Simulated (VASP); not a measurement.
# Tl (I4/mmm) in VASP: further runs

Runs on Tl. Level: PBE+D3(BJ). Tasks: single point.

Everything below comes from runs of VASP 6.6.1. Logs are shortened: lines on timing, memory, paths and dates and some standing lists are left out, and cuts for length are marked.

### 1 The cell of the first run

It takes space group I4/mmm (No. 139, tetragonal). Conventional cell: a = 3.540 Å, b = 3.540 Å, c = 4.785 Å, α = 90.00°, β = 90.00°, γ = 90.00°. Within 4.6 Å of Tl (site symmetry 4/mmm) lie 12 Tl at 3.46 to 3.54 Å.

### 2 Single point, PBE+D3(BJ) (strain +0.015 along x and y, -0.030 along z)

INCAR

```
PREC = Accurate
ENCUT = 520
EDIFF = 1E-7
ISMEAR = 0
SIGMA = 0.15
LREAL = F
LASPH = T
NELM = 60
ALGO = Fast
ISIF = 2
LWAVE = F
LCHARG = T
GGA = PE
IVDW = 12
LELF = T
LVHAR = T
NBANDS = 12
```

KPOINTS

```
Automatic mesh
0
Gamma
  16 16 16
```

POSCAR

```
Tl
1.0
    0.0000000000      2.5033363515      2.3923509960
    2.5033363515      0.0000000000      2.3923509960
    2.5033363515      2.5033363515      0.0000000000
Tl
1
Direct
    0.0000000000      0.0000000000      0.0000000000
```

Potentials or basis: VASP PAW PBE potentials, release 64 (Tl_d).

The run is started by

```
cat potpaw_PBE.64/Tl_d/POTCAR > POTCAR
mpirun -np 1 vasp_std > vasp.out
```

OUTCAR:

```text
PREC = Accurate
   ENCUT = 520
   EDIFF = 1E-7
   ISMEAR = 0
   LREAL = F
   LASPH = T
   NELM = 60
   ISIF = 2
   GGA = PE
   IVDW = 12
 IVDW          = 12

 ion  position               nearest neighbor table
   1  0.000  0.000  0.000-

  LATTYP: Found a body centered tetragonal cell.
 ALAT       =     3.5402522195
 C/A-ratio  =     1.3515144389

  Lattice vectors:

 A1 = (   0.0000000000,  -2.5033363515,  -2.3923509960)
 A2 = (   0.0000000000,   2.5033363515,  -2.3923509960)
 A3 = (   2.5033363515,   0.0000000000,   2.3923509960)

Analysis of symmetry for initial positions (statically):
=====================================================================
 Subroutine PRICEL returns:
 Original cell was already a primitive cell.

 Routine SETGRP: Setting up the symmetry group for a
 body centered tetragonal supercell.

 Subroutine GETGRP returns: Found 16 space group operations
 (whereof 16 operations were pure point group operations)
 out of a pool of 16 trial point group operations.

The static configuration has the point symmetry D_4h.

Analysis of symmetry for dynamics (positions and initial velocities):
=====================================================================
 Subroutine PRICEL returns:
 Original cell was already a primitive cell.

 Routine SETGRP: Setting up the symmetry group for a
 body centered tetragonal supercell.

 Subroutine GETGRP returns: Found 16 space group operations
 (whereof 16 operations were pure point group operations)
 out of a pool of 16 trial point group operations.

The dynamic configuration has the point symmetry D_4h.

 Subroutine INISYM returns: Found 16 space group operations
 (whereof 16 operations are pure point group operations),
 and found     1 'primitive' translations

----------------------------------------------------------------------------------------

                                     Primitive cell

  volume of cell :      29.9843

  direct lattice vectors                    reciprocal lattice vectors
     0.000000000  2.503336351  2.392350996    -0.199733448  0.199733448  0.208999432
     2.503336351  0.000000000  2.392350996     0.199733448 -0.199733448  0.208999432
     2.503336351  2.503336351  0.000000000     0.199733448  0.199733448 -0.208999432

  length of vectors
     3.462663162  3.462663162  3.540252219     0.351379656  0.351379656  0.351379656

  position of ions in fractional coordinates (direct lattice)
     0.000000000  0.000000000  0.000000000

  ion indices of the primitive-cell ions
   primitive index   ion index
                 1           1

[... 84 lines left out ...]
   EMIN   =  10.00;   EMAX   =-10.00  energy-range for DOS
   EFERMI =   0.00;   METHOD = LEGACY
   ISMEAR =     0;   SIGMA  =   0.15  broadening in eV -4-tet -1-fermi 0-gaus
   EFERMI_NEDOS =   21; number of points for ismear=-14 and -15
   IALGO  =     68    algorithm
   IMIX   =      4    mixing-type and parameters
     AMIX     =   0.40;   BMIX     =  1.00
     AMIX_MAG =   1.60;   BMIX_MAG =  1.00
  volume/ion in A,a.u.               =      29.98       202.34
  Fermi-wavevector in a.u.,A,eV,Ry     =   1.239058  2.341479 20.888533  1.535264
  Thomas-Fermi vector in A             =   2.373557
   LORBIT       =      0    0 simple, 1 ext, 2 COOP (PROOUT), +10 PAW based schemes
   GGA     = PE    functional components
   LHFCALC =     F    Hartree Fock is set to
   AEXX    =    0.0000 exact exchange contribution
   IVDW    =    12    specifies the selected vdW correction
   LEPSILON=     F    determine dielectric tensor
   LRPA    =     F    only Hartree local field effects (RPA)
 non-spin polarized calculation
 RMM-DIIS sequential band-by-band and
 Gauss-broadening in eV      SIGMA  =   0.15
  energy-cutoff  :      520.00
  volume of cell :       29.98
 maximum number of plane-waves:       841
 NGX is ok and might be reduce to    28
   NGX = 13   NGY = 13   NGZ = 13

 number of electron      12.9999998 magnetization

 Free energy of the ion-electron system (eV)
  ---------------------------------------------------
  ext. energy  EPLUGINS =         0.00000000
  ---------------------------------------------------
  free energy    TOTEN  =        -2.20524326 eV

  energy without entropy =       -2.19755847  energy(sigma->0) =       -2.20140086

 E-fermi :   6.0501     XC(G=0):  -9.9567

 val. band max:        6.0404417642   @ k =  -0.3125   0.4375   0.1250
 cond. band min:       6.0629233066   @ k =   0.5000   0.2500   0.1250
 fundamental gap:      0.0224815424
 Fermi energy:         6.0501493786

 k-point     1 :       0.0000    0.0000    0.0000
  band No.  band energies     occupation
      1      -5.4922      2.00000
      2      -5.4922      2.00000
      3      -5.4090      2.00000
      4      -5.2616      2.00000
      5      -5.1833      2.00000
      6      -3.6421      2.00000
      7      15.9029      0.00000
      8      16.0167      0.00000
      9      16.0167      0.00000
     10      16.9918      0.00000
     11      19.8734      0.00000
     12      20.7222      0.00000
[... 331 lines left out ...]
 k-point    24 :      -0.0625    0.0625    0.0000
  band No.  band energies     occupation
      1      -5.4970      2.00000
      2      -5.4698      2.00000
      3      -5.3847      2.00000
      4      -5.2716      2.00000
      5      -5.1808      2.00000
      6      -3.4337      2.00000
      7      14.2390      0.00000
      8      14.8518      0.00000
      9      16.1296      0.00000
     10      17.0275      0.00000
     11      19.9743      0.00000
     12      20.8002      0.00000

 [... further k-points ...]

------------------------ aborting loop because EDIFF is reached ----------------------------------------

 Edisp (eV)   -0.32635

 E8    (eV) :    -0.1706

  FORCE on cell =-STRESS in cart. coord.  units (eV):
  Direction    XX          YY          ZZ          XY          YZ          ZX
  --------------------------------------------------------------------------------------
  -------------------------------------------------------------------------------------
  Total      -0.15895    -0.15895    -0.09971     0.00000     0.00000     0.00000
  in kB      -8.49320    -8.49320    -5.32775     0.00000     0.00000     0.00000
  external pressure =       -7.44 kB  Pullay stress =        0.00 kB

 VOLUME and BASIS-vectors are now :
 -----------------------------------------------------------------------------
  energy-cutoff  :      520.00
  volume of cell :       29.98
      direct lattice vectors                 reciprocal lattice vectors
     0.000000000  2.503336351  2.392350996    -0.199733448  0.199733448  0.208999432
     2.503336351  0.000000000  2.392350996     0.199733448 -0.199733448  0.208999432
     2.503336351  2.503336351  0.000000000     0.199733448  0.199733448 -0.208999432

 POSITION                                       TOTAL-FORCE (eV/Angst)
 -----------------------------------------------------------------------------------
      0.00000      0.00000      0.00000         0.000000     -0.000000      0.000000
 -----------------------------------------------------------------------------------
    total drift:                               -0.000000     -0.000000     -0.000000

  FREE ENERGIE OF THE ION-ELECTRON SYSTEM (eV)
  ---------------------------------------------------
  free  energy   TOTEN  =        -2.5315943361 eV

  energy  without entropy=       -2.5239095503  energy(sigma->0) =       -2.52775194
```

OSZICAR:

```text
N       E                     dE             d eps       ncg     rms          rms(c)
DAV:   1     0.511637136637E+02    0.51164E+02   -0.66986E+03  8864   0.936E+02
DAV:   2    -0.161852827967E+01   -0.52782E+02   -0.51752E+02  9456   0.212E+02
DAV:   3    -0.222617957132E+01   -0.60765E+00   -0.60693E+00 10228   0.207E+01
DAV:   4    -0.222899998747E+01   -0.28204E-02   -0.28202E-02  9696   0.164E+00
DAV:   5    -0.222903479388E+01   -0.34806E-04   -0.34806E-04 10336   0.177E-01    0.190E+00
RMM:   6    -0.220862918089E+01    0.20406E-01   -0.27009E-02  8428   0.133E+00    0.132E+00
RMM:   7    -0.220541266572E+01    0.32165E-02   -0.12957E-02  8824   0.101E+00    0.571E-01
RMM:   8    -0.220525347917E+01    0.15919E-03   -0.87689E-04  9092   0.241E-01    0.647E-02
RMM:   9    -0.220524260909E+01    0.10870E-04   -0.82582E-05  9580   0.846E-02    0.261E-02
RMM:  10    -0.220524311474E+01   -0.50565E-06   -0.11844E-05  9349   0.351E-02    0.639E-04
RMM:  11    -0.220524325296E+01   -0.13822E-06   -0.18365E-06  9663   0.139E-02    0.801E-04
RMM:  12    -0.220524325715E+01   -0.41875E-08   -0.20672E-07  6946   0.401E-03
   1 F= -.25315943E+01 E0= -.25277519E+01  d E =-.768479E-02
```

Wall time 3.3 min (1 thread of Oxide Virtual Turin-like, shared host); peak memory 0.22 GiB.

What came out:

```
Free energy                : -2.5316 eV
Pressure                   : -0.7 GPa
Band gap on the k mesh     : zero (an odd number of electrons rules out a gap without spin polarisation)
Dispersion energy per atom : -0.326 eV
```

Caveat: the cell differs from its parent crystal (strain +0.015 along x and y, -0.030 along z); spin-orbit coupling is left out, which moves the levels of the heavy elements.

### 3 Single point, PBE+D3(BJ) (strain +0.030 along x and y, -0.030 along z)

INCAR

```
PREC = Accurate
ENCUT = 520
EDIFF = 1E-6
ISMEAR = 0
SIGMA = 0.15
LREAL = False
LASPH = True
NELM = 100
ALGO = Normal
ISIF = 2
LWAVE = False
LCHARG = False
GGA = PE
IVDW = 12
NBANDS = 12
```

KPOINTS

```
regular mesh
0
Gamma
  16 16 16
```

POSCAR

```
Tl
1.0
    0.0000000000      2.5403314700      2.3923509960
    2.5403314700      0.0000000000      2.3923509960
    2.5403314700      2.5403314700      0.0000000000
Tl
1
Direct
    0.0000000000      0.0000000000      0.0000000000
```

Potentials or basis: VASP PAW PBE potentials, release 64 (Tl_d).

The run is started by

```
cat potpaw_PBE.64/Tl_d/POTCAR > POTCAR
mpirun -np 1 vasp_std > vasp.out
```

OUTCAR:

```text
PREC = Accurate
   ENCUT = 520
   EDIFF = 1E-6
   ISMEAR = 0
   LREAL = False
   LASPH = True
   NELM = 100
   ISIF = 2
   GGA = PE
   IVDW = 12
 IVDW          = 12

 ion  position               nearest neighbor table
   1  0.000  0.000  0.000-

  LATTYP: Found a body centered tetragonal cell.
 ALAT       =     3.5925712178
 C/A-ratio  =     1.3318321898

  Lattice vectors:

 A1 = (   0.0000000000,  -2.5403314700,  -2.3923509960)
 A2 = (   0.0000000000,   2.5403314700,  -2.3923509960)
[... 540 lines left out ...]
     12      20.1227      0.00000

 [... further k-points ...]

------------------------ aborting loop because EDIFF is reached ----------------------------------------

 Edisp (eV)   -0.31660

 E8    (eV) :    -0.1655

  FORCE on cell =-STRESS in cart. coord.  units (eV):
  Direction    XX          YY          ZZ          XY          YZ          ZX
  --------------------------------------------------------------------------------------
  -------------------------------------------------------------------------------------
  Total      -0.30221    -0.30221    -0.26269     0.00000     0.00000     0.00000
  in kB     -15.68136   -15.68136   -13.63086     0.00000     0.00000     0.00000
  external pressure =      -15.00 kB  Pullay stress =        0.00 kB

 VOLUME and BASIS-vectors are now :
 -----------------------------------------------------------------------------
  energy-cutoff  :      520.00
  volume of cell :       30.88
      direct lattice vectors                 reciprocal lattice vectors
     0.000000000  2.540331470  2.392350996    -0.196824708  0.196824708  0.208999432
     2.540331470  0.000000000  2.392350996     0.196824708 -0.196824708  0.208999432
     2.540331470  2.540331470  0.000000000     0.196824708  0.196824708 -0.208999432

 POSITION                                       TOTAL-FORCE (eV/Angst)
 -----------------------------------------------------------------------------------
      0.00000      0.00000      0.00000         0.000000     -0.000000      0.000000
 -----------------------------------------------------------------------------------
    total drift:                               -0.000000      0.000000      0.000000

  FREE ENERGIE OF THE ION-ELECTRON SYSTEM (eV)
  ---------------------------------------------------
  free  energy   TOTEN  =        -2.5252341583 eV

  energy  without entropy=       -2.5169618025  energy(sigma->0) =       -2.52109798
```

OSZICAR:

```text
N       E                     dE             d eps       ncg     rms          rms(c)
DAV:   1     0.500254985248E+02    0.50025E+02   -0.66931E+03  8976   0.930E+02
DAV:   2    -0.163915283626E+01   -0.51665E+02   -0.50697E+02  9408   0.210E+02
DAV:   3    -0.222774294264E+01   -0.58859E+00   -0.58802E+00 10140   0.202E+01
DAV:   4    -0.223053821420E+01   -0.27953E-02   -0.27951E-02  9744   0.162E+00
DAV:   5    -0.223057406691E+01   -0.35853E-04   -0.35853E-04 10236   0.178E-01    0.172E+00
DAV:   6    -0.221175095640E+01    0.18823E-01   -0.31150E-02  9620   0.163E+00    0.124E+00
DAV:   7    -0.220873318910E+01    0.30178E-02   -0.10319E-02  9804   0.929E-01    0.545E-01
DAV:   8    -0.220862668058E+01    0.10651E-03   -0.41526E-04  9756   0.192E-01    0.308E-02
DAV:   9    -0.220863065798E+01   -0.39774E-05   -0.50760E-06  9852   0.213E-02    0.109E-02
DAV:  10    -0.220863331092E+01   -0.26529E-05   -0.21363E-06  9760   0.136E-02    0.847E-04
DAV:  11    -0.220863329253E+01    0.18393E-07   -0.44706E-08  5200   0.148E-03
   1 F= -.25252342E+01 E0= -.25210980E+01  d E =-.827236E-02
```

Run time: 2.2 min. Hardware: 1 thread of Oxide Virtual Turin-like, shared host; peak memory 0.23 GiB.

Results:

* Free energy: -2.5252 eV
* Pressure: -1.5 GPa
* Band gap on the k mesh: zero (an odd number of electrons rules out a gap without spin polarisation)
* Dispersion energy per atom: -0.317 eV

Levels at points of the mesh, in eV from the Fermi level:
```tsv
k point	band 4	band 5	band 6	band 7	band 8	band 9
(0.00, 0.00, 0.00)	-11.30	-11.21	-9.50	9.59	9.74	9.74
(0.50, 0.00, 0.00)	-11.07	-11.02	-5.29	-2.56	7.27	8.09
(0.50, 0.50, 0.00)	-10.99	-10.99	-3.27	-1.17	3.46	3.46
(0.50, 0.00, 0.50)	-11.04	-10.96	-3.99	-1.72	4.06	4.37
```

Caveat: the cell differs from its parent crystal (strain +0.030 along x and y, -0.030 along z); spin-orbit coupling is left out, which moves the levels of the heavy elements.

The gap in the log of VASP goes by the Fermi energy; the results here count the filled bands.